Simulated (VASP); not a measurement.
# VSi26C27 (a cell with a defect) in VASP: notebook, part 3 of 3

VASP 6.6.1. Earlier steps stand in the parts before.

### Step 4. Electric field gradients, PBE

INCAR reads:

```
PREC     = Accurate       # precision mode
ENCUT    = 520            # plane-wave cutoff, eV
EDIFF    = 1E-8           # SCF threshold, eV
ISMEAR   = -1             # smearing method
SIGMA    = 0.01           # smearing width, eV
LREAL    = Auto         
LASPH    = True           # aspherical terms in the spheres
NELM     = 100            # most SCF steps
ALGO     = Normal         # electronic algorithm
ISIF     = 2              # what is computed and relaxed
LWAVE    = False          # write WAVECAR
LCHARG   = False          # write CHGCAR
GGA      = PE             # functional
LEFG     = True         
NELECT   = 224.0        
ISYM     = 0            
NBANDS   = 146            # bands
LUSENCCL = False
```

KPOINTS reads:

```
Automatic mesh
0
Gamma
  3 3 3
  0.5 0.5 0.5
```

POSCAR reads:

```
VSi26C27
1.0
    0.0000000000      6.5309898714      6.5309898714
    6.5309898714      0.0000000000      6.5309898714
    6.5309898714      6.5309898714      0.0000000000
V Si C
1 26 27
Direct
    0.2500000000      0.2500000000      0.2500000000
    0.2500000000      0.2500000000      0.5833333333
    0.2500000000      0.2500000000      0.9166666667
    0.2500000000      0.5833333333      0.2500000000
    0.2500000000      0.5833333333      0.5833333333
    0.2500000000      0.5833333333      0.9166666667
    0.2500000000      0.9166666667      0.2500000000
    0.2500000000      0.9166666667      0.5833333333
    0.2500000000      0.9166666667      0.9166666667
    0.5833333333      0.2500000000      0.2500000000
    0.5833333333      0.2500000000      0.5833333333
    0.5833333333      0.2500000000      0.9166666667
    0.5833333333      0.5833333333      0.2500000000
    0.5833333333      0.5833333333      0.5833333333
    0.5833333333      0.5833333333      0.9166666667
    0.5833333333      0.9166666667      0.2500000000
    0.5833333333      0.9166666667      0.5833333333
    0.5833333333      0.9166666667      0.9166666667
    0.9166666667      0.2500000000      0.2500000000
    0.9166666667      0.2500000000      0.5833333333
    0.9166666667      0.2500000000      0.9166666667
    0.9166666667      0.5833333333      0.2500000000
    0.9166666667      0.5833333333      0.5833333333
    0.9166666667      0.5833333333      0.9166666667
    0.9166666667      0.9166666667      0.2500000000
    0.9166666667      0.9166666667      0.5833333333
    0.9166666667      0.9166666667      0.9166666667
    0.0000000000      0.0000000000      0.0000000000
    0.0000000000      0.0000000000      0.3333333333
    0.0000000000      0.0000000000      0.6666666667
    0.0000000000      0.3333333333      0.0000000000
    0.0000000000      0.3333333333      0.3333333333
    0.0000000000      0.3333333333      0.6666666667
    0.0000000000      0.6666666667      0.0000000000
    0.0000000000      0.6666666667      0.3333333333
    0.0000000000      0.6666666667      0.6666666667
    0.3333333333      0.0000000000      0.0000000000
    0.3333333333      0.0000000000      0.3333333333
    0.3333333333      0.0000000000      0.6666666667
    0.3333333333      0.3333333333      0.0000000000
    0.3333333333      0.3333333333      0.3333333333
    0.3333333333      0.3333333333      0.6666666667
    0.3333333333      0.6666666667      0.0000000000
    0.3333333333      0.6666666667      0.3333333333
    0.3333333333      0.6666666667      0.6666666667
    0.6666666667      0.0000000000      0.0000000000
    0.6666666667      0.0000000000      0.3333333333
    0.6666666667      0.0000000000      0.6666666667
    0.6666666667      0.3333333333      0.0000000000
    0.6666666667      0.3333333333      0.3333333333
    0.6666666667      0.3333333333      0.6666666667
    0.6666666667      0.6666666667      0.0000000000
    0.6666666667      0.6666666667      0.3333333333
    0.6666666667      0.6666666667      0.6666666667
```

Potentials or basis: VASP PAW PBE potentials, release 64 (V_sv, Si, C).

Launch:

```bash
cat potpaw_PBE.64/V_sv/POTCAR potpaw_PBE.64/Si/POTCAR potpaw_PBE.64/C/POTCAR > POTCAR
mpirun -np 1 vasp_std > vasp.out
```

OUTCAR:

```text
PREC = Accurate
   ENCUT = 520
   EDIFF = 1E-8
   ISMEAR = -1
   LREAL = Auto
   LASPH = True
   NELM = 100
   ISIF = 2
   GGA = PE
   NELECT = 224.0
   ISYM = 0

 ion  position               nearest neighbor table
   1  0.250  0.250  0.250-  41 1.89  38 1.89  40 1.89  32 1.89
   2  0.250  0.250  0.583-  42 1.89  39 1.89  41 1.89  33 1.89  11 3.08  17 3.08  20 3.08  23 3.08
                             4 3.08   5 3.08   8 3.08  10 3.08  21 3.08   9 3.08   3 3.08
   3  0.250  0.250  0.917-  40 1.89  37 1.89  31 1.89  42 1.89  18 3.08  19 3.08  21 3.08  24 3.08
                             6 3.08   7 3.08   9 3.08  12 3.08  11 3.08   5 3.08   2 3.08
   4  0.250  0.583  0.250-  44 1.89  41 1.89  43 1.89  35 1.89  13 3.08  15 3.08  22 3.08  23 3.08
                             2 3.08   5 3.08   6 3.08  10 3.08   9 3.08  25 3.08   7 3.08
   5  0.250  0.583  0.583-  36 1.89  42 1.89  44 1.89  45 1.89  14 3.08  23 3.08   2 3.08   4 3.08
                            11 3.08  13 3.08   3 3.08   7 3.08  24 3.08  26 3.08   6 3.08   8 3.08
   6  0.250  0.583  0.917-  43 1.89  40 1.89  34 1.89  45 1.89  22 3.08  24 3.08   3 3.08   4 3.08
                            12 3.08  15 3.08  14 3.08  27 3.08   8 3.08   9 3.08   5 3.08
   7  0.250  0.917  0.250-  38 1.89  37 1.89  29 1.89  44 1.89  18 3.08  19 3.08  25 3.08  26 3.08
                             3 3.08   8 3.08   9 3.08  16 3.08  13 3.08   5 3.08   4 3.08
   8  0.250  0.917  0.583-  39 1.89  38 1.89  30 1.89  45 1.89  20 3.08  26 3.08   2 3.08   7 3.08
                            16 3.08  17 3.08  14 3.08  27 3.08   5 3.08   9 3.08   6 3.08
   9  0.250  0.917  0.917-  37 1.89  28 1.89  39 1.89  43 1.89  25 3.08  27 3.08   3 3.08   7 3.08
                            18 3.08  21 3.08   4 3.08   2 3.08  15 3.08  17 3.08   6 3.08   8 3.08
[... 61 lines left out ...]
  53  0.667  0.667  0.333-  14 1.89  16 1.89  22 1.89  13 1.89
  54  0.667  0.667  0.667-  15 1.89  17 1.89  23 1.89  14 1.89

IMPORTANT INFORMATION: All symmetrisations will be switched off!
NOSYMM: (Re-)initialisation of all symmetry stuff for point group C_1.

----------------------------------------------------------------------------------------

                                     Primitive cell

  volume of cell :     557.1434

  direct lattice vectors                    reciprocal lattice vectors
     0.000000000  6.530989871  6.530989871    -0.076558073  0.076558073  0.076558073
     6.530989871  0.000000000  6.530989871     0.076558073 -0.076558073  0.076558073
     6.530989871  6.530989871  0.000000000     0.076558073  0.076558073 -0.076558073
[... 3318 lines left out ...]
      7.61949      7.61949      3.26549        -0.299780     -0.299780     -0.645366
      5.44249      3.26549      5.44249         0.299779     -0.645374      0.299779
      7.61949      5.44249      5.44249         0.125620     -0.125619     -0.125619
      9.79648      7.61949      5.44249         0.645370     -0.299779      0.299779
[... 46 lines left out ...]
      6.53099      6.53099      8.70799        -0.000000     -0.000000     -0.182580
      8.70799      8.70799      8.70799        -0.051605     -0.051605     -0.051605
 -----------------------------------------------------------------------------------
    total drift:                                0.000007      0.000007      0.000006

  FREE ENERGIE OF THE ION-ELECTRON SYSTEM (eV)
  ---------------------------------------------------
  free  energy   TOTEN  =      -416.9811872908 eV

  energy  without entropy=     -416.9811872908  energy(sigma->0) =     -416.98118729

 Electric field gradients (V/A^2)
---------------------------------------------------------------------
 ion       V_xx      V_yy      V_zz      V_xy      V_xz      V_yz
---------------------------------------------------------------------
   1       0.000    -0.000    -0.000     0.001     0.000     0.001
   2       0.691     0.691    -1.382     8.224    -5.664    -5.664
   3       0.691     0.691    -1.382     8.224     5.665     5.665
   4       0.691    -1.382     0.691    -5.664     8.224    -5.664
   5       0.000    -0.000    -0.000     0.922     0.922    -0.922
   6      -1.382     0.691     0.691    -5.665     5.665    -8.225
[... 46 lines left out ...]
  53       0.923     0.923    -1.846    -3.941     0.000     0.000
  54      -0.000     0.000    -0.000     0.029     0.029     0.029
---------------------------------------------------------------------

 Electric field gradients after diagonalization (V/A^2)
 (convention: |V_zz| > |V_xx| > |V_yy|)
----------------------------------------------------------------------
 ion       V_xx      V_yy      V_zz     asymmetry (V_yy - V_xx)/ V_zz
----------------------------------------------------------------------
   1      -0.001    -0.000     0.001       0.243
   2      -7.532    -5.756    13.288       0.134
   3      -7.532    -5.757    13.289       0.134
   4      -7.532    -5.756    13.288       0.134
   5       0.922     0.922    -1.843       0.000
   6      -7.533    -5.756    13.290       0.134
[... 46 lines left out ...]
  53      -3.018    -1.846     4.864       0.241
  54      -0.029    -0.029     0.057       0.000
----------------------------------------------------------------------

           NMR quadrupolar parameters

 Cq : quadrupolar parameter    Cq=e*Q*V_zz/h
 eta: asymmetry parameters     (V_yy - V_xx)/ V_zz
 Q  : nuclear electric quadrupole moment in mb (millibarn)
----------------------------------------------------------------------
 ion       Cq(MHz)       eta       Q (mb)
----------------------------------------------------------------------
   1       0.000       0.243       1.000
   2       0.032       0.134       1.000
   3       0.032       0.134       1.000
   4       0.032       0.134       1.000
   5      -0.004       0.000       1.000
   6       0.032       0.134       1.000
[... 46 lines left out ...]
  53       0.012       0.241       1.000
  54       0.000       0.000       1.000
----------------------------------------------------------------------
```

stdout:

```text
Offloading initialized ...    1 GPUs detected
 POSCAR found type information on POSCAR V SiC
 POSCAR found :  3 types and      54 ions
 scaLAPACK will be used selectively (only on CPU)
 LDA part: xc-table for (Slater+PW92), standard interpolation
 POSCAR, INCAR and KPOINTS ok, starting setup
 FFT: planning ... GRIDC
 FFT: planning ... GRID_SOFT
 FFT: planning ... GRID
 WAVECAR not read
 entering main loop
 the old and the new charge density differ
 old charge density:   225.00000 new  224.00000
    0.561E+01
ion   1
     0.0000431     0.0000039     0.0000033    -0.0000422     0.0000024    -0.0000078
     0.0000593     0.0000039     0.0000033    -0.0000422     0.0000024    -0.0000078
     0.0000817     0.0000039     0.0000033    -0.0000422     0.0000024    -0.0000078
     0.0001125     0.0000039     0.0000033    -0.0000422     0.0000024    -0.0000078

     0.0000431    -0.0000600    -0.0000466     0.0001305    -0.0000322    -0.0001719
     0.0000593    -0.0000600    -0.0000466     0.0001305    -0.0000322    -0.0001719
     0.0000817    -0.0000600    -0.0000466     0.0001305    -0.0000322    -0.0001719
     0.0001125    -0.0000600    -0.0000466     0.0001305    -0.0000322    -0.0001719
[... 107 lines left out ...]
     0.0000353     0.7808277    -0.7808202     0.0000011    -0.7808229    -0.0000002
     0.0000487     0.7808268    -0.7808193     0.0000011    -0.7808220    -0.0000002
     0.0000670     0.7808254    -0.7808179     0.0000011    -0.7808206    -0.0000002
     0.0000923     0.7808230    -0.7808155     0.0000011    -0.7808182    -0.0000002

ion  14

     0.0000353     0.7808317     0.7808276     0.0000002     0.7808290     0.0000008
     0.0000487     0.7808308     0.7808267     0.0000002     0.7808281     0.0000008
     0.0000670     0.7808294     0.78
```

It took 18 min on 1 × NVIDIA H100 80GB with 1 thread of AMD EPYC 7R13 (Zen 3), shared host; peak memory 3.4 GiB.

What came out:

- Free energy: -416.9812 eV
- Largest force: 0.772 eV/Å
- Largest electric field gradient by atom: V -0.0; Si +13.3, -1.8, -1.6, -1.2 (each value once); C -0.0, -1.6, -6.7, +0.1, +4.9 (each value once) V/Å²

Forces on the atoms (eV/Å):
```
V    0.000  0.000  0.000
Si   0.300  0.300 -0.645
Si  -0.300 -0.300 -0.645
Si   0.300 -0.645  0.300
Si   0.126 -0.126 -0.126
Si   0.645 -0.300  0.300
Si  -0.300 -0.645 -0.300
Si   0.645  0.300 -0.300
Si   0.069 -0.069 -0.069
Si  -0.645  0.300  0.300
Si  -0.126  0.126 -0.126
Si  -0.300  0.645  0.300
Si  -0.126 -0.126  0.126
Si   0.126  0.126  0.126
Si   0.000  0.000  0.145
Si  -0.300  0.300  0.645
Si   0.000  0.145  0.000
Si  -0.145  0.000  0.000
Si  -0.645 -0.300 -0.300
Si   0.300  0.645 -0.300
Si  -0.069  0.069 -0.069
Si   0.300 -0.300  0.645
Si   0.145  0.000  0.000
Si   0.000 -0.145  0.000
Si  -0.069 -0.069  0.069
Si   0.000  0.000 -0.145
Si   0.069  0.069  0.069
C    0.000  0.000  0.000
C    0.098  0.098  0.121
C   -0.098 -0.098  0.121
C    0.098  0.121  0.098
C    0.439 -0.439 -0.439
C   -0.121 -0.098  0.098
C   -0.098  0.121 -0.098
C   -0.121  0.098 -0.098
C   -0.052  0.052  0.052
C    0.121  0.098  0.098
C   -0.439  0.439 -0.439
C   -0.098 -0.121  0.098
C   -0.439 -0.439  0.439
C    0.439  0.439  0.439
C    0.000  0.000  0.183
C   -0.098  0.098 -0.121
C    0.000  0.183  0.000
C   -0.183  0.000  0.000
C    0.121 -0.098 -0.098
C    0.098 -0.121 -0.098
C    0.052 -0.052  0.052
C    0.098 -0.098 -0.121
C    0.183  0.000  0.000
C    0.000 -0.183  0.000
C    0.052  0.052 -0.052
C    0.000  0.000 -0.183
C   -0.052 -0.052 -0.052
```

Electric field gradients, principal values (V/Å²):
| atom | least | middle | greatest (by size) |
| --- | --- | --- | --- |
| 1 V | 0.000 | -0.001 | 0.001 |
| 2 Si | -5.756 | -7.532 | 13.288 |
| 3 Si | -5.757 | -7.532 | 13.289 |
| 4 Si | -5.756 | -7.532 | 13.288 |
| 5 Si | 0.922 | 0.922 | -1.843 |
| 6 Si | -5.756 | -7.533 | 13.290 |
| 7 Si | -5.757 | -7.532 | 13.289 |
| 8 Si | -5.756 | -7.533 | 13.290 |
| 9 Si | 0.781 | 0.781 | -1.562 |
| 10 Si | -5.756 | -7.532 | 13.288 |
| 11 Si | 0.922 | 0.922 | -1.843 |
| 12 Si | -5.756 | -7.533 | 13.290 |
| 13 Si | 0.922 | 0.922 | -1.843 |
| 14 Si | 0.922 | 0.922 | -1.843 |
| 15 Si | 0.420 | 0.760 | -1.180 |
| 16 Si | -5.756 | -7.533 | 13.290 |
| 17 Si | 0.420 | 0.760 | -1.180 |
| 18 Si | 0.420 | 0.760 | -1.180 |
| 19 Si | -5.757 | -7.532 | 13.289 |
| 20 Si | -5.756 | -7.533 | 13.290 |
| 21 Si | 0.781 | 0.781 | -1.562 |
| 22 Si | -5.756 | -7.533 | 13.290 |
| 23 Si | 0.420 | 0.760 | -1.180 |
| 24 Si | 0.420 | 0.760 | -1.180 |
| 25 Si | 0.781 | 0.781 | -1.562 |
| 26 Si | 0.420 | 0.760 | -1.180 |
| 27 Si | 0.781 | 0.781 | -1.562 |
| 28 C | -0.001 | -0.001 | 0.001 |
| 29 C | 0.503 | 1.058 | -1.561 |
| 30 C | 0.503 | 1.058 | -1.561 |
| 31 C | 0.503 | 1.058 | -1.561 |
| 32 C | 3.342 | 3.342 | -6.684 |
| 33 C | 0.502 | 1.059 | -1.561 |
| 34 C | 0.503 | 1.058 | -1.561 |
| 35 C | 0.502 | 1.059 | -1.561 |
| 36 C | -0.028 | -0.028 | 0.056 |
| 37 C | 0.503 | 1.058 | -1.561 |
| 38 C | 3.342 | 3.342 | -6.684 |
| 39 C | 0.502 | 1.059 | -1.561 |
| 40 C | 3.342 | 3.342 | -6.684 |
| 41 C | 3.341 | 3.341 | -6.683 |
| 42 C | -1.846 | -3.019 | 4.864 |
| 43 C | 0.502 | 1.059 | -1.561 |
| 44 C | -1.846 | -3.019 | 4.864 |
| 45 C | -1.846 | -3.018 | 4.864 |
| 46 C | 0.503 | 1.058 | -1.561 |
| 47 C | 0.502 | 1.059 | -1.561 |
| 48 C | -0.028 | -0.028 | 0.056 |
| 49 C | 0.502 | 1.059 | -1.561 |
| 50 C | -1.846 | -3.019 | 4.864 |
| 51 C | -1.846 | -3.018 | 4.864 |
| 52 C | -0.028 | -0.028 | 0.056 |
| 53 C | -1.846 | -3.018 | 4.864 |
| 54 C | -0.029 | -0.029 | 0.057 |

Caveat: the cell carries a net charge on a neutralising background, which shifts energy and pressure; without QUAD_EFG the Cq values of the log hold for a quadrupole moment of 1 mb, not for the nuclei.
